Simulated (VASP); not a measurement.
# BeTe: single point with PBE

BeTe:

```
CELL_PARAMETERS angstrom
0.00000 2.82862 2.82862
2.82862 0.00000 2.82862
2.82862 2.82862 0.00000
ATOMIC_POSITIONS crystal
Be 0.00000 0.00000 0.00000
Te 0.25000 0.25000 0.25000
```

| Item | Value |
| --- | --- |
| Program | VASP 6.6.1 |
| Task | single point |
| Functional | PBE |
| Potentials or basis | VASP PAW PBE potentials, release 64 (Be, Te) |
| Cutoff | 520 eV |
| k mesh | 8 × 8 × 8 |
| Occupations | gaussian, width 0.01 eV |
| Spin | no spin polarisation |

The pressure is 0.3 GPa and the band gap on the k mesh is 2.01 eV, indirect (least direct gap 3.62 eV).

Levels at points of the mesh, in eV from the valence-band top:
| k point | band 2 | band 3 | band 4 | band 5 | band 6 | band 7 |
| --- | --- | --- | --- | --- | --- | --- |
| (0.00, 0.00, 0.00) | 0.00 | 0.00 | 0.00 | 3.62 | 3.62 | 3.62 |
| (0.50, 0.00, 0.00) | -5.46 | -1.11 | -1.11 | 3.04 | 4.60 | 4.60 |
| (0.50, 0.50, 0.00) | -5.04 | -2.59 | -2.59 | 2.01 | 2.68 | 9.62 |

Run time: 23 s on 1 thread of AMD EPYC 7R43 64-Core Processor (Zen 3), on a shared host, peak memory 0.13 GiB.

Caveat: spin-orbit coupling is left out, which moves the levels of the heavy elements. A k mesh can miss the band edges.
